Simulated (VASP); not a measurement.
Here is a VASP 6.6.1 calculation.

The input INCAR:

```
  PREC = Accurate
  ENCUT = 520
  EDIFF = 1E-6
  ISMEAR = 0
  SIGMA = 0.01
  LREAL = False
  LASPH = True
  NELM = 150
  ALGO = Normal
  ISIF = 2
  LWAVE = False
  LCHARG = True
  MAGMOM = 0 0 0 0 0 0 0 0 0 0 0 0
  LORBIT = 11
  LSORBIT = True
  GGA_COMPAT = False
  LORBMOM = True
  GGA = CA
  LVHAR = True
  NBANDS = 46
```

The input KPOINTS:

```
Automatic mesh
0
Gamma
  5 5 4
```

POSCAR

```
SrO
1.0
    4.2754662700      0.0000000000      0.0000000000
   -2.1377331300      3.7026624000      0.0000000000
    0.0000000000      0.0000000000      5.1555949900
Sr O
2 2
Direct
    0.3333333333      0.6666666667      0.9381277000
    0.6666666667      0.3333333333      0.4381277000
    0.3333333333      0.6666666667      0.4368723000
    0.6666666667      0.3333333333      0.9368723000
```

Potentials or basis: VASP PAW LDA potentials, release 64 (Sr_sv, O).

Run with:

```bash
$ cat potpaw_LDA.64/Sr_sv/POTCAR potpaw_LDA.64/O/POTCAR > POTCAR
$ mpirun -np 1 vasp_ncl > vasp.out
```

Question: What does it give for the largest force?

Answer: 0.012 eV/Å.

Question: What does it give for the net moment?

Answer: 0.00 μB per cell.

Forces on the atoms (eV/Å):
```
Sr   0.000  0.000 -0.012
Sr   0.000  0.000 -0.012
O    0.000  0.000  0.012
O    0.000  0.000  0.012
```
